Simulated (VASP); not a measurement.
# Al3GaN4 (R3m) in VASP: further runs, part 3 of 3

VASP 6.6.1. Earlier steps stand in the parts before.

## (7) Single point, PBEsol (all Ga atoms moved +0.087 Å, as atom 4 along Cartesian [1 1 1])

INCAR

```
SYSTEM = Al3GaN4
PREC = Accurate ; ENCUT = 520
EDIFF = 1E-6 ; ISMEAR = 0
SIGMA = 0.05 ; LREAL = .False.
LASPH = .True. ; NELM = 100
ALGO = Normal ; ISIF = 2
LWAVE = .False. ; LCHARG = .True.
GGA = PS ; LELF = .True.
LVHAR = .True. ; NBANDS = 31
```

KPOINTS

```
regular mesh
0
Gamma
  6 6 6
  0 0 0
```

POSCAR

```
Al3GaN4
1.0
    4.4069948390      0.0000000000      0.0000000000
    0.0000000000      4.4069948390      0.0000000000
    0.0000000000      0.0000000000      4.4069948390
Al Ga N
3 1 4
Direct
    0.5000000000      0.5000000000      0.0000000000
    0.5000000000      0.0000000000      0.5000000000
    0.0000000000      0.5000000000      0.5000000000
    0.0114631740      0.0114631740      0.0114631740
    0.7447077168      0.7447077168      0.2552922832
    0.7447077168      0.2552922832      0.7447077168
    0.2552922832      0.7447077168      0.7447077168
    0.2552922832      0.2552922832      0.2552922832
```

Potentials or basis: VASP PAW PBE potentials, release 64 (Al, Ga_d, N).

Run with:

```sh
$ cat potpaw_PBE.64/Al/POTCAR potpaw_PBE.64/Ga_d/POTCAR potpaw_PBE.64/N/POTCAR > POTCAR
$ mpirun -np 1 vasp_std > vasp.out
```

OUTCAR:

```text
SYSTEM = Al3GaN4
   PREC = Accurate
   ENCUT = 520
   EDIFF = 1E-6
   ISMEAR = 0
   LREAL = .False.
   LASPH = .True.
   NELM = 100
   ISIF = 2
   GGA = PS

 ion  position               nearest neighbor table
   1  0.500  0.500  0.000-   5 1.90   6 1.90   7 1.90   8 1.90   4 3.05   3 3.12   2 3.12   2 3.12
                             3 3.12   2 3.12   2 3.12   3 3.12   3 3.12   4 3.12   4 3.12
   2  0.500  0.000  0.500-   5 1.90   6 1.90   7 1.90   8 1.90   4 3.05   3 3.12   1 3.12   1 3.12
                             1 3.12   3 3.12   1 3.12   3 3.12   3 3.12   4 3.12   4 3.12
   3  0.000  0.500  0.500-   5 1.90   6 1.90   7 1.90   8 1.90   4 3.05   2 3.12   1 3.12   1 3.12
                             2 3.12   1 3.12   2 3.12   1 3.12   2 3.12   4 3.12   4 3.12
   4  0.011  0.011  0.011-   8 1.86   6 1.98   7 1.98   5 1.98   2 3.05   3 3.05   1 3.05   1 3.12
                             1 3.12   2 3.12   3 3.12   3 3.12   2 3.12
   5  0.745  0.745  0.255-   1 1.90   2 1.90   3 1.90   4 1.98
   6  0.745  0.255  0.745-   1 1.90   2 1.90   3 1.90   4 1.98
   7  0.255  0.745  0.745-   1 1.90   2 1.90   3 1.90   4 1.98
   8  0.255  0.255  0.255-   4 1.86   2 1.90   3 1.90   1 1.90

  LATTYP: Found a simple cubic cell.
 ALAT       =     4.4069948390

  Lattice vectors:

 A1 = (   4.4069948390,   0.0000000000,   0.0000000000)
 A2 = (   0.0000000000,   4.4069948390,   0.0000000000)
 A3 = (   0.0000000000,   0.0000000000,   4.4069948390)

Analysis of symmetry for initial positions (statically):
=====================================================================
 Subroutine PRICEL returns:
 Original cell was already a primitive cell.

 Routine SETGRP: Setting up the symmetry group for a
 simple cubic supercell.

 Subroutine GETGRP returns: Found  6 space group operations
 (whereof  6 operations were pure point group operations)
 out of a pool of 48 trial point group operations.

The static configuration has the point symmetry C_3v.

Analysis of symmetry for dynamics (positions and initial velocities):
=====================================================================
 Subroutine PRICEL returns:
 Original cell was already a primitive cell.

 Routine SETGRP: Setting up the symmetry group for a
 simple cubic supercell.

 Subroutine GETGRP returns: Found  6 space group operations
 (whereof  6 operations were pure point group operations)
 out of a pool of 48 trial point group operations.

The dynamic configuration has the point symmetry C_3v.

 Subroutine INISYM returns: Found  6 space group operations
 (whereof  6 operations are pure point group operations),
 and found     1 'primitive' translations

----------------------------------------------------------------------------------------

                                     Primitive cell

  volume of cell :      85.5909

  direct lattice vectors                    reciprocal lattice vectors
     4.406994839  0.000000000  0.000000000     0.226911997  0.000000000  0.000000000
     0.000000000  4.406994839  0.000000000     0.000000000  0.226911997  0.000000000
     0.000000000  0.000000000  4.406994839     0.000000000  0.000000000  0.226911997

  length of vectors
     4.406994839  4.406994839  4.406994839     0.226911997  0.226911997  0.226911997

  position of ions in fractional coordinates (direct lattice)
     0.500000000  0.500000000  0.000000000
     0.500000000  0.000000000  0.500000000
     0.000000000  0.500000000  0.500000000
     0.011463174  0.011463174  0.011463174
[... 39 lines left out ...]

 Found     32 irreducible k-points:

 Following reciprocal coordinates:
            Coordinates               Weight
  0.000000  0.000000  0.000000      1.000000
  0.166667  0.000000  0.000000      6.000000
  0.333333  0.000000  0.000000      6.000000
  0.500000  0.000000  0.000000      3.000000
  0.166667  0.166667  0.000000      6.000000
 -0.166667  0.166667  0.000000      6.000000
[... 16 lines left out ...]
 -0.166667  0.333333  0.333333      6.000000
  0.500000  0.333333  0.166667     12.000000
 [... further k-points ...]
   k-points           NKPTS =     32   k-points in BZ     NKDIM =     32   number of bands    NBANDS=     31
   number of dos      NEDOS =    301   number of ions     NIONS =      8
   total plane-waves  NPLWV =  46656
   dimension x,y,z NGX =    36 NGY =   36 NGZ =   36
   dimension x,y,z NGXF=    72 NGYF=   72 NGZF=   72
   ions per type =               3   1   4
   NGX,Y,Z   is equivalent  to a cutoff of  13.58, 13.58, 13.58 a.u.
   NGXF,Y,Z  is equivalent  to a cutoff of  27.16, 27.16, 27.16 a.u.
 SYSTEM =  Al3GaN4
   PREC   = accura    normal or accurate (medium, high low for compatibility)
   ISTART =      0    job   : 0-new  1-cont  2-samecut
   ICHARG =      2    charge: 1-file 2-atom 10-const
   ISPIN  =      1    spin polarized calculation?
   LNONCOLLINEAR =      F non collinear calculations
   LSORBIT =      F    spin-orbit coupling
   LASPH  =      T    aspherical Exc in radial PAW
   ENCUT  =  520.0 eV  38.22 Ry    6.18 a.u.   8.19  8.19  8.19*2*pi/ulx,y,z
   NELM   =    100;   NELMIN=  2; NELMDL= -5     # of ELM steps
   EDIFF  = 0.1E-05   stopping-criterion for ELM
   LREAL  =      F    real-space projection
[... 7 lines left out ...]
   TEBEG  =    0.0;   TEEND  =   0.0 temperature during run
   PSTRESS=    0.0 pullay stress
   NELECT =      42.0000    total number of electrons
   NUPDOWN=      -1.0000    fix difference up-down
   EMIN   =  10.00;   EMAX   =-10.00  energy-range for DOS
   EFERMI =   0.00;   METHOD = LEGACY
   ISMEAR =     0;   SIGMA  =   0.05  broadening in eV -4-tet -1-fermi 0-gaus
   EFERMI_NEDOS =   21; number of points for ismear=-14 and -15
   IALGO  =     38    algorithm
   IMIX   =      4    mixing-type and parameters
     AMIX     =   0.40;   BMIX     =  1.00
     AMIX_MAG =   1.60;   BMIX_MAG =  1.00
  volume/ion in A,a.u.               =      10.70        72.20
  Fermi-wavevector in a.u.,A,eV,Ry     =   1.291265  2.440137 22.685883  1.667365
  Thomas-Fermi vector in A             =   2.423046
   LORBIT       =      0    0 simple, 1 ext, 2 COOP (PROOUT), +10 PAW based schemes
   GGA     = PS    functional components
   LHFCALC =     F    Hartree Fock is set to
   AEXX    =    0.0000 exact exchange contribution
   IVDW    =     0    specifies the selected vdW correction
   LEPSILON=     F    determine dielectric tensor
   LRPA    =     F    only Hartree local field effects (RPA)
 non-spin polarized calculation
 Gauss-broadening in eV      SIGMA  =   0.05
  energy-cutoff  :      520.00
  volume of cell :       85.59
 maximum number of plane-waves:      2325
 NGX is ok and might be reduce to    36
   NGX = 17   NGY = 17   NGZ = 17

 number of electron      41.9999999 magnetization

 Free energy of the ion-electron system (eV)
  ---------------------------------------------------
  ext. energy  EPLUGINS =         0.00000000
  ---------------------------------------------------
  free energy    TOTEN  =       -59.87557802 eV

  energy without entropy =      -59.87557802  energy(sigma->0) =      -59.87557802

 E-fermi :   5.9163     XC(G=0): -11.3278

 val. band max:        5.6633056235   @ k =   0.1667   0.1667   0.0000
 cond. band min:       8.8001524636   @ k =   0.0000   0.0000   0.0000
 fundamental gap:      3.1368468401
 Fermi energy:         5.9163249384

 k-point     1 :       0.0000    0.0000    0.0000
  band No.  band energies     occupation
      1      -9.5735      2.00000
      2      -7.9899      2.00000
      3      -7.6933      2.00000
      4      -7.6933      2.00000
      5      -7.0136      2.00000
      6      -7.0136      2.00000
[... 805 lines left out ...]
     30      16.3501      0.00000
     31      16.7915      0.00000

 [... further k-points ...]
[... 5 lines left out ...]
  --------------------------------------------------------------------------------------
  -------------------------------------------------------------------------------------
  Total        0.1159299      0.1159299      0.1159299      0.5696518      0.5696518      0.5696518
  in kB        2.1700939      2.1700939      2.1700939     10.6633196     10.6633196     10.6633196
  external PRESSURE =       2.1700939 kB  Pullay stress =       0.0000000 kB

 VOLUME and BASIS-vectors are now :
 -----------------------------------------------------------------------------
  energy-cutoff  :      520.00
  volume of cell :       85.59
      direct lattice vectors                 reciprocal lattice vectors
     4.406994839  0.000000000  0.000000000     0.226911997  0.000000000  0.000000000
     0.000000000  4.406994839  0.000000000     0.000000000  0.226911997  0.000000000
     0.000000000  0.000000000  4.406994839     0.000000000  0.000000000  0.226911997

 POSITION                                       TOTAL-FORCE (eV/Angst)
 -----------------------------------------------------------------------------------
      2.20350      2.20350      0.00000         0.233534      0.233534     -0.166830
      2.20350      0.00000      2.20350         0.233534     -0.166830      0.233534
      0.00000      2.20350      2.20350        -0.166830      0.233534      0.233534
      0.05052      0.05052      0.05052        -1.047842     -1.047842     -1.047842
      3.28192      3.28192      1.12507         0.153056      0.153056     -0.064841
      3.28192      1.12507      3.28192         0.153056     -0.064841      0.153056
      1.12507      3.28192      3.28192        -0.064841      0.153056      0.153056
      1.12507      1.12507      1.12507         0.506333      0.506333      0.506333
 -----------------------------------------------------------------------------------
    total drift:                               -0.000319     -0.000319     -0.000335

  FREE ENERGIE OF THE ION-ELECTRON SYSTEM (eV)
  ---------------------------------------------------
  free  energy   TOTEN  =       -59.8755780164 eV

  energy  without entropy=      -59.8755780164  energy(sigma->0) =      -59.87557802
```

Run time: 96 s. Hardware: 1 thread of AMD EPYC 7R43 (Zen 3), shared host; peak memory 0.21 GiB.

What came out:

```
Free energy            : -59.8756 eV
Pressure               : 0.2 GPa
Largest force          : 1.815 eV/Å
Band gap on the k mesh : 3.14 eV, indirect (the least direct gap lies 0.7 meV higher)
```

Forces in eV/Å, atoms in the order of the input:
```
Al   0.234  0.234 -0.167
Al   0.234 -0.167  0.234
Al  -0.167  0.234  0.234
Ga  -1.048 -1.048 -1.048
N    0.153  0.153 -0.065
N    0.153 -0.065  0.153
N   -0.065  0.153  0.153
N    0.506  0.506  0.506
```

Caveat: the cell differs from its parent crystal (all Ga atoms moved +0.087 Å, as atom 4 along Cartesian [1 1 1]); the PAW data sets were made with another functional, which shifts forces and pressure a little.
